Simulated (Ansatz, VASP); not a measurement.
## H2Pb2O3 in VASP and in Ansatz

```
Pb O H
1.0
    11.56000    0.00000    0.00000
     0.00000    9.00000    0.00000
     0.00000    0.00000   14.16000
Pb O H
2 3 2
Direct
  0.38927 0.50000 0.64472
  0.38927 0.50000 0.35514
  0.42466 0.50000 0.49993
  0.56557 0.50000 0.68206
  0.56557 0.50000 0.31780
  0.61031 0.50000 0.62434
  0.61031 0.50000 0.37552
```

Alike in both runs: task single point; functional PBE; k mesh 1 × 1 × 1; occupations gaussian, width 0.01 eV; no spin polarisation.

|  | VASP | Ansatz |
| --- | --- | --- |
| version | VASP 6.6.1 | Ansatz 0.2.0 |
| potentials or method | VASP PAW PBE potentials, release 64 (Pb_d, O_h, H_h), cutoff 910 eV | scalar-relativistic, plane waves, PAW |
| valence electrons in the cell | 48 | 48 |

```csv
,VASP,Ansatz,Ansatz less VASP
gap on the k mesh at the Fermi level (eV),2.96,2.97,+0.012
rms of the force components (eV/Å),0.168,0.158,-0.0096
```

With one functional, cell and mesh, what is left measures potentials, basis and numerics. Ansatz's warnings: structure snapped to symmetry.

Spin-orbit coupling is off throughout. Noted on VASP's run: the cutoff is short for stress, so the pressure is rough.
